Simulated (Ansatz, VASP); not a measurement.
**Ge: VASP beside Ansatz**

```xyz
1
Lattice="-1.5042 1.5177 2.0676 1.5042 -1.5177 2.0676 1.5042 1.5177 -2.0676" Properties=species:S:1:pos:R:3 pbc="T T T"
Ge    1.5042    0.0000    0.0000
```

Alike in both runs: task single point; functional PBE; k mesh 8 × 8 × 8; occupations gaussian, width 0.1 eV; no spin polarisation.

|  | VASP | Ansatz |
| --- | --- | --- |
| version | VASP 6.6.1 | Ansatz 0.2.0 |
| potentials or method | VASP PAW PBE potentials, release 64 (Ge_d), cutoff 520 eV | scalar-relativistic, plane waves, PAW |
| valence electrons in the cell | 14 | 14 |

|  | VASP | Ansatz | Ansatz less VASP |
| --- | --- | --- | --- |
| gap on the k mesh at the Fermi level (eV) | none | none | - |
| pressure (GPa) | 2.4 | 2.5 | +0.08 |
| traceless stress, the component that is largest in VASP (GPa) | -1.56 | -1.56 | 0.000 |

A gap of «none» marks a metal or a gap that the smearing closes.

The k mesh is coarse, so the values compare programs but aren't converged.
